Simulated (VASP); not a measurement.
# Se (R-3) in VASP: a series of runs, part 3 of 3

VASP 6.6.1. The steps go on from the part before.

### Step 5. Electric field gradients, PBEsol (zz strain of -3 %)

Contents of INCAR:

```
PREC = Accurate
ENCUT = 520
EDIFF = 1E-8
ISMEAR = -1
SIGMA = 0.01
LREAL = False
LASPH = True
NELM = 60
ALGO = Normal
ISIF = 2
LWAVE = False
LCHARG = False
GGA = PS
LEFG = True
NBANDS = 27
```

Contents of KPOINTS:

```
Automatic mesh
0
Gamma
  6 6 6
```

Contents of POSCAR:

```
Se
1.0
    5.6809998619      3.2799267995      1.4320401000
   -5.6809998619      3.2799267995      1.4320401000
    0.0000000000     -6.5598535991      1.4320401000
Se
6
Direct
    0.2806600000      0.1625100000      0.9181800000
    0.9181800000      0.2806600000      0.1625100000
    0.1625100000      0.9181800000      0.2806600000
    0.7193400000      0.8374900000      0.0818200000
    0.0818200000      0.7193400000      0.8374900000
    0.8374900000      0.0818200000      0.7193400000
```

Potentials or basis: VASP PAW PBE potentials, release 64 (Se).

Run with:

```bash
cat potpaw_PBE.64/Se/POTCAR > POTCAR
mpirun -np 1 vasp_std > vasp.out
```

OUTCAR:

```text
PREC = Accurate
   ENCUT = 520
   EDIFF = 1E-8
   ISMEAR = -1
   LREAL = False
   LASPH = True
   NELM = 60
   ISIF = 2
   GGA = PS

 ion  position               nearest neighbor table
   1  0.281  0.163  0.918-   5 2.34   6 2.34
   2  0.918  0.281  0.163-   4 2.34   6 2.34
   3  0.163  0.918  0.281-   4 2.34   5 2.34
   4  0.719  0.837  0.082-   2 2.34   3 2.34
   5  0.082  0.719  0.837-   1 2.34   3 2.34
   6  0.837  0.082  0.719-   1 2.34   2 2.34

  LATTYP: Found a trigonal (rhomboedric) cell.
 ALAT       =     6.7143442039
 COS(alpha) =    -0.4317670080

  Lattice vectors:

 A1 = (   5.6809998619,   3.2799267995,   1.4320401000)
 A2 = (  -5.6809998619,   3.2799267995,   1.4320401000)
 A3 = (   0.0000000000,  -6.5598535991,   1.4320401000)

Analysis of symmetry for initial positions (statically):
=====================================================================
 Subroutine PRICEL returns:
 Original cell was already a primitive cell.

 Routine SETGRP: Setting up the symmetry group for a
 trigonal (rhombohedral) supercell.

 Subroutine GETGRP returns: Found  6 space group operations
 (whereof  6 operations were pure point group operations)
 out of a pool of 12 trial point group operations.

The static configuration has the point symmetry S_6 .

Analysis of symmetry for dynamics (positions and initial velocities):
=====================================================================
 Subroutine PRICEL returns:
 Original cell was already a primitive cell.

 Routine SETGRP: Setting up the symmetry group for a
 trigonal (rhombohedral) supercell.

 Subroutine GETGRP returns: Found  6 space group operations
 (whereof  6 operations were pure point group operations)
 out of a pool of 12 trial point group operations.

The dynamic configuration has the point symmetry S_6 .

 Subroutine INISYM returns: Found  6 space group operations
 (whereof  6 operations are pure point group operations),
 and found     1 'primitive' translations

----------------------------------------------------------------------------------------

                                     Primitive cell

  volume of cell :     160.1015

  direct lattice vectors                    reciprocal lattice vectors
     5.680999862  3.279926800  1.432040100     0.088012676  0.050814142  0.232768156
    -5.680999862  3.279926800  1.432040100    -0.088012676  0.050814142  0.232768156
     0.000000000 -6.559853599  1.432040100     0.000000000 -0.101628284  0.232768156

  length of vectors
     6.714344204  6.714344204  6.714344204     0.253986855  0.253986855  0.253986855

  position of ions in fractional coordinates (direct lattice)
     0.280660000  0.162510000  0.918180000
     0.918180000  0.280660000  0.162510000
     0.162510000  0.918180000  0.280660000
     0.719340000  0.837490000  0.081820000
     0.081820000  0.719340000  0.837490000
     0.837490000  0.081820000  0.719340000

  ion indices of the primitive-cell ions
   primitive index   ion index
[... 95 lines left out ...]
   IALGO  =     38    algorithm
   IMIX   =      4    mixing-type and parameters
     AMIX     =   0.40;   BMIX     =  1.00
     AMIX_MAG =   1.60;   BMIX_MAG =  1.00
  volume/ion in A,a.u.               =      26.68       180.07
  Fermi-wavevector in a.u.,A,eV,Ry     =   0.995506  1.881234 13.483811  0.991032
  Thomas-Fermi vector in A             =   2.127531
   LORBIT       =      0    0 simple, 1 ext, 2 COOP (PROOUT), +10 PAW based schemes
   GGA     = PS    functional components
   LHFCALC =     F    Hartree Fock is set to
   AEXX    =    0.0000 exact exchange contribution
   IVDW    =     0    specifies the selected vdW correction
   LEPSILON=     F    determine dielectric tensor
   LRPA    =     F    only Hartree local field effects (RPA)
 non-spin polarized calculation
  energy-cutoff  :      520.00
  volume of cell :      160.10
 maximum number of plane-waves:      4344
 NGX is ok and might be reduce to    50
   NGX = 25   NGY = 25   NGZ = 25

 number of electron      36.0000000 magnetization

 Free energy of the ion-electron system (eV)
  ---------------------------------------------------
  ext. energy  EPLUGINS =         0.00000000
  ---------------------------------------------------
  free energy    TOTEN  =       -22.69297682 eV

  energy without entropy =      -22.69297682  energy(sigma->0) =      -22.69297682

 E-fermi :   2.8863     XC(G=0):  -9.1320

 val. band max:        2.6396277946   @ k =   0.5000   0.5000   0.5000
 cond. band min:       3.6266623790   @ k =  -0.1667   0.1667   0.1667
 fundamental gap:      0.9870345844
 Fermi energy:         2.8863269825

 k-point     1 :       0.0000    0.0000    0.0000
  band No.  band energies     occupation
      1     -13.4373      2.00000
      2     -11.6647      2.00000
      3     -11.6647      2.00000
      4      -9.3914      2.00000
      5      -9.3914      2.00000
      6      -7.5992      2.00000
[... 709 lines left out ...]
     26       8.4509      0.00000
     27       9.0760      0.00000

 [... further k-points ...]
[... 5 lines left out ...]
  --------------------------------------------------------------------------------------
  -------------------------------------------------------------------------------------
  Total        1.3567207      1.3567207      1.4124425      0.0000006     -0.0000000      0.0000000
  in kB       13.5770581     13.5770581     14.1346801      0.0000058     -0.0000000      0.0000000
  external PRESSURE =      13.7629321 kB  Pullay stress =       0.0000000 kB

 VOLUME and BASIS-vectors are now :
 -----------------------------------------------------------------------------
  energy-cutoff  :      520.00
  volume of cell :      160.10
      direct lattice vectors                 reciprocal lattice vectors
     5.680999862  3.279926800  1.432040100     0.088012676  0.050814142  0.232768156
    -5.680999862  3.279926800  1.432040100    -0.088012676  0.050814142  0.232768156
     0.000000000 -6.559853599  1.432040100     0.000000000 -0.101628284  0.232768156

 POSITION                                       TOTAL-FORCE (eV/Angst)
 -----------------------------------------------------------------------------------
      0.67121     -4.56956      1.94951         0.193082      0.402002      0.411638
      3.62175      2.86607      1.94951        -0.444685     -0.033788      0.411638
     -4.29296      1.70350      1.94951         0.251603     -0.368215      0.411638
     -0.67121      4.56956      2.34661        -0.193082     -0.402002     -0.411638
     -3.62175     -2.86607      2.34661         0.444685      0.033788     -0.411638
      4.29296     -1.70350      2.34661        -0.251603      0.368215     -0.411638
 -----------------------------------------------------------------------------------
    total drift:                                0.000000     -0.000000     -0.000000

  FREE ENERGIE OF THE ION-ELECTRON SYSTEM (eV)
  ---------------------------------------------------
  free  energy   TOTEN  =       -22.6929768222 eV

  energy  without entropy=      -22.6929768222  energy(sigma->0) =      -22.69297682

 Electric field gradients (V/A^2)
---------------------------------------------------------------------
 ion       V_xx      V_yy      V_zz      V_xy      V_xz      V_yz
---------------------------------------------------------------------
   1     305.821   -84.639  -221.182  -125.106   136.224   337.820
   2     -95.368   316.551  -221.182  -106.521  -360.672   -50.937
   3     121.321    99.862  -221.182   231.627   224.448  -286.883
   4     305.821   -84.639  -221.182  -125.106   136.224   337.820
   5     -95.368   316.551  -221.182  -106.521  -360.672   -50.937
   6     121.321    99.862  -221.182   231.627   224.448  -286.883
---------------------------------------------------------------------

 Electric field gradients after diagonalization (V/A^2)
 (convention: |V_zz| > |V_xx| > |V_yy|)
----------------------------------------------------------------------
 ion       V_xx      V_yy      V_zz     asymmetry (V_yy - V_xx)/ V_zz
----------------------------------------------------------------------
   1     346.917   191.058  -537.976       0.290
   2     346.917   191.058  -537.976       0.290
   3     346.917   191.058  -537.976       0.290
   4     346.917   191.058  -537.976       0.290
   5     346.917   191.058  -537.976       0.290
   6     346.917   191.058  -537.976       0.290
----------------------------------------------------------------------

           NMR quadrupolar parameters

 Cq : quadrupolar parameter    Cq=e*Q*V_zz/h
 eta: asymmetry parameters     (V_yy - V_xx)/ V_zz
 Q  : nuclear electric quadrupole moment in mb (millibarn)
----------------------------------------------------------------------
 ion       Cq(MHz)       eta       Q (mb)
----------------------------------------------------------------------
   1      -1.301       0.290       1.000
   2      -1.301       0.290       1.000
   3      -1.301       0.290       1.000
   4      -1.301       0.290       1.000
   5      -1.301       0.290       1.000
   6      -1.301       0.290       1.000
----------------------------------------------------------------------
```

OSZICAR:

```text
N       E                     dE             d eps       ncg     rms          rms(c)
DAV:   1     0.195860875279E+03    0.19586E+03   -0.14731E+04  2160   0.112E+03
DAV:   2    -0.641292695384E+01   -0.20227E+03   -0.19548E+03  2870   0.189E+02
DAV:   3    -0.227858432846E+02   -0.16373E+02   -0.16234E+02  2772   0.583E+01
DAV:   4    -0.229720412696E+02   -0.18620E+00   -0.18587E+00  2482   0.713E+00
DAV:   5    -0.229737002934E+02   -0.16590E-02   -0.16588E-02  2642   0.692E-01    0.101E+01
DAV:   6    -0.227768161541E+02    0.19688E+00   -0.98771E-02  2388   0.150E+00    0.615E+00
DAV:   7    -0.226939282468E+02    0.82888E-01   -0.20571E-01  2447   0.213E+00    0.288E-01
DAV:   8    -0.226928844360E+02    0.10438E-02   -0.17310E-02  2352   0.647E-01    0.119E-01
DAV:   9    -0.226929570438E+02   -0.72608E-04   -0.44156E-04  2759   0.102E-01    0.419E-02
DAV:  10    -0.226929744959E+02   -0.17452E-04   -0.41732E-05  2396   0.331E-02    0.104E-02
DAV:  11    -0.226929764799E+02   -0.19840E-05   -0.55456E-06  2500   0.117E-02    0.541E-03
DAV:  12    -0.226929767987E+02   -0.31880E-06   -0.11302E-06  2524   0.539E-03    0.136E-03
DAV:  13    -0.226929768139E+02   -0.15201E-07   -0.15355E-07  2492   0.197E-03    0.554E-04
DAV:  14    -0.226929768240E+02   -0.10153E-07   -0.26153E-08  2105   0.792E-04    0.230E-04
DAV:  15    -0.226929768222E+02    0.18017E-08   -0.26911E-09  1412   0.259E-04
   1 F= -.22692977E+02 E0= -.22692977E+02  d E =-.464885E-13
```

stdout:

```text
POSCAR found type information on POSCAR Se
 POSCAR found :  1 types and       6 ions
 scaLAPACK will be used
 -----------------------------------------------------------------------------
|                                                                             |
|                                                                             |
|     You enforced a specific xc type in the INCAR file but a different       |
|     I HOPE YOU KNOW WHAT YOU ARE DOING!                                     |
|                                                                             |
 -----------------------------------------------------------------------------

 LDA part: xc-table for (Slater+PW92), standard interpolation
 POSCAR, INCAR and KPOINTS ok, starting setup
 FFT: planning ... GRIDC
 FFT: planning ... GRID_SOFT
 FFT: planning ... GRID
 WAVECAR not read
 entering main loop
ion   1
     0.0000499     2.0875735    -6.0997958     3.4871846    -2.6023262    -3.5983921
     0.0000687     2.0875734    -6.0997957     3.4871846    -2.6023262    -3.5983921
     0.0000946     2.0875734    -6.0997957     3.4871845    -2.6023262    -3.5983920
     0.0001302     2.0875734    -6.0997955     3.4871845    -2.6023261    -3.5983920
[... 56 lines left out ...]
     0.0000499  -211.7793391   262.5263113   175.2209956  -205.2530292    -9.6498467
     0.0000687  -211.7741540   262.5199296   175.2167438  -205.2480669    -9.6496379
     0.0000946  -211.7657486   262.5095855   175.2098522  -205.2400258    -9.6493020
     0.0001302  -211.7521905   262.4929024   175.1987376  -205.2270611    -9.6487646
```

Wall time 3 min (1 thread of Intel Xeon Platinum 8559C (Emerald Rapids), shared host); peak memory 0.39 GiB.

Results:

- Free energy: -22.6930 eV
- Pressure: 1.4 GPa
- Largest force: 0.607 eV/Å
- Band gap on the k mesh: 0.99 eV (least direct gap 1.24 eV)
- Largest electric field gradient by atom: Se -538.0 V/Å²

Forces in eV/Å, atoms in the order of the input:
```
Se   0.193  0.402  0.412
Se  -0.445 -0.034  0.412
Se   0.252 -0.368  0.412
Se  -0.193 -0.402 -0.412
Se   0.445  0.034 -0.412
Se  -0.252  0.368 -0.412
```

Electric field gradients, principal values (V/Å²):
```csv
atom,least,middle,greatest (by size)
1 Se,191.058,346.917,-537.976
2 Se,191.058,346.917,-537.976
3 Se,191.058,346.917,-537.976
4 Se,191.058,346.917,-537.976
5 Se,191.058,346.917,-537.976
6 Se,191.058,346.917,-537.976
```

Caveat: the cell differs from its parent crystal (zz strain of -3 %); this functional lacks dispersion, which holds the molecules together, so the pressure and a relaxed volume are unreliable; without QUAD_EFG the Cq values of the log hold for a quadrupole moment of 1 mb, not for the nuclei; the PAW data sets were made with another functional, which shifts forces and pressure a little. A k mesh can miss the band edges.

### Step 6. Electric field gradients, PBEsol (zz strain of -3 %)

Contents of INCAR:

```
SYSTEM = Se
ALGO     = Normal         ! electronic algorithm
EDIFF    = 1E-8           ! SCF threshold, eV
ENCUT    = 520            ! plane-wave cutoff, eV
GGA      = PS             ! functional
ISIF     = 2              ! what is computed and relaxed
ISMEAR   = -1             ! smearing method
LASPH    = .TRUE.         ! aspherical terms in the spheres
LCHARG   = .FALSE.        ! write CHGCAR
LEFG     = .TRUE.       
LREAL    = .FALSE.        ! projectors in reciprocal space
LWAVE    = .FALSE.        ! write WAVECAR
NBANDS   = 27             ! bands
NELM     = 80             ! most SCF steps
PREC     = Accurate       ! precision mode
SIGMA    = 0.01           ! smearing width, eV
```

Contents of KPOINTS:

```
k-points
0
G
  6 6 6
  0 0 0
```

POSCAR is that of step 5.

Potentials or basis: VASP PAW PBE potentials, release 64 (Se).

Run with:

```bash
cat potpaw_PBE.64/Se/POTCAR > POTCAR
mpirun -np 1 vasp_std > vasp.out
```

OUTCAR:

```text
SYSTEM = Se
   EDIFF = 1E-8
   ENCUT = 520
   GGA = PS
   ISIF = 2
   ISMEAR = -1
   LASPH = .TRUE.
   LREAL = .FALSE.
   NELM = 80
   PREC = Accurate

 ion  position               nearest neighbor table
   1  0.281  0.163  0.918-   5 2.34   6 2.34
   2  0.918  0.281  0.163-   4 2.34   6 2.34
   3  0.163  0.918  0.281-   4 2.34   5 2.34
   4  0.719  0.837  0.082-   2 2.34   3 2.34
   5  0.082  0.719  0.837-   1 2.34   3 2.34
   6  0.837  0.082  0.719-   1 2.34   2 2.34

  LATTYP: Found a trigonal (rhomboedric) cell.
 ALAT       =     6.7143442039
 COS(alpha) =    -0.4317670080

  Lattice vectors:

 A1 = (   5.6809998619,   3.2799267995,   1.4320401000)
[... 956 lines left out ...]
   3     121.321    99.862  -221.182   231.627   224.448  -286.883
   4     305.821   -84.639  -221.182  -125.106   136.224   337.820
   5     -95.368   316.551  -221.182  -106.521  -360.672   -50.937
   6     121.321    99.862  -221.182   231.627   224.448  -286.883
---------------------------------------------------------------------

 Electric field gradients after diagonalization (V/A^2)
 (convention: |V_zz| > |V_xx| > |V_yy|)
----------------------------------------------------------------------
 ion       V_xx      V_yy      V_zz     asymmetry (V_yy - V_xx)/ V_zz
----------------------------------------------------------------------
   1     346.917   191.058  -537.976       0.290
   2     346.917   191.058  -537.976       0.290
   3     346.917   191.058  -537.976       0.290
   4     346.917   191.058  -537.976       0.290
   5     346.917   191.058  -537.976       0.290
   6     346.917   191.058  -537.976       0.290
----------------------------------------------------------------------

           NMR quadrupolar parameters

 Cq : quadrupolar parameter    Cq=e*Q*V_zz/h
 eta: asymmetry parameters     (V_yy - V_xx)/ V_zz
 Q  : nuclear electric quadrupole moment in mb (millibarn)
----------------------------------------------------------------------
 ion       Cq(MHz)       eta       Q (mb)
----------------------------------------------------------------------
   1      -1.301       0.290       1.000
   2      -1.301       0.290       1.000
   3      -1.301       0.290       1.000
   4      -1.301       0.290       1.000
   5      -1.301       0.290       1.000
   6      -1.301       0.290       1.000
----------------------------------------------------------------------
```

Run time: 3 min. Hardware: 1 thread of Intel Xeon Platinum 8559C (Emerald Rapids), shared host; peak memory 0.39 GiB.

What came out:

- Free energy: -22.6930 eV
- Pressure: 1.4 GPa
- Largest force: 0.607 eV/Å
- Band gap on the k mesh: 0.99 eV (least direct gap 1.24 eV)
- Largest electric field gradient by atom: Se -538.0 V/Å²

Forces in eV/Å, atoms in the order of the input:
```
Se   0.193  0.402  0.412
Se  -0.445 -0.034  0.412
Se   0.252 -0.368  0.412
Se  -0.193 -0.402 -0.412
Se   0.445  0.034 -0.412
Se  -0.252  0.368 -0.412
```

Levels at points of the mesh, in eV from the valence-band top:
```csv
k point,band 14,band 15,band 16,band 17,band 18,band 19,band 20,band 21,band 22,band 23
"(0.00, 0.00, 0.00)",-1.40,-0.98,-0.98,-0.80,-0.80,1.56,1.56,2.43,2.71,2.71
"(0.50, 0.00, 0.00)",-1.70,-1.54,-1.14,-0.52,-0.48,1.50,1.70,2.45,2.92,3.05
"(0.50, 0.50, 0.00)",-1.57,-1.55,-1.31,-1.01,-0.54,1.29,1.56,2.22,2.91,3.41
"(0.50, 0.50, 0.50)",-1.73,-1.73,-1.54,-1.54,0.00,1.24,1.24,1.69,3.44,4.25
```

Electric field gradients, principal values (V/Å²):
```tsv
atom	least	middle	greatest (by size)
1 Se	191.058	346.917	-537.976
2 Se	191.058	346.917	-537.976
3 Se	191.058	346.917	-537.976
4 Se	191.058	346.917	-537.976
5 Se	191.058	346.917	-537.976
6 Se	191.058	346.917	-537.976
```

Caveat: the cell differs from its parent crystal (zz strain of -3 %); this functional lacks dispersion, which holds the molecules together, so the pressure and a relaxed volume are unreliable; without QUAD_EFG the Cq values of the log hold for a quadrupole moment of 1 mb, not for the nuclei; the PAW data sets were made with another functional, which shifts forces and pressure a little.

### Step 7. Summary

| cell | gap on the mesh (eV) | pressure (GPa) | largest force (eV/Å) |
| --- | --- | --- | --- |
| a = 6.768 Å, angles 115.3°, 6 atoms | 1.09 | -0.8 | 0.18 |
| a = 6.856 Å, angles 115.3°, 6 atoms | 1.03 | -2.5 | 0.28 |
| a = 6.633 Å, angles 115.3°, 6 atoms | 1.20 | 2.8 | 0.89 |
| a = 6.714 Å, angles 115.6°, 6 atoms | 0.99 | 1.4 | 0.61 |

Alike in all rows: task electric field gradients; level PBEsol; potentials or basis VASP PAW PBE potentials, release 64 (Se); no spin polarisation; k mesh 6 × 6 × 6; cutoff (eV) 520; smearing fermi-dirac 0.01 eV.

Caveats: this functional lacks dispersion, which holds the molecules together, so the pressure and a relaxed volume are unreliable; the PAW data sets were made with another functional, which shifts forces and pressure a little.

Absolute energies hang on the potentials; compare differences alone.
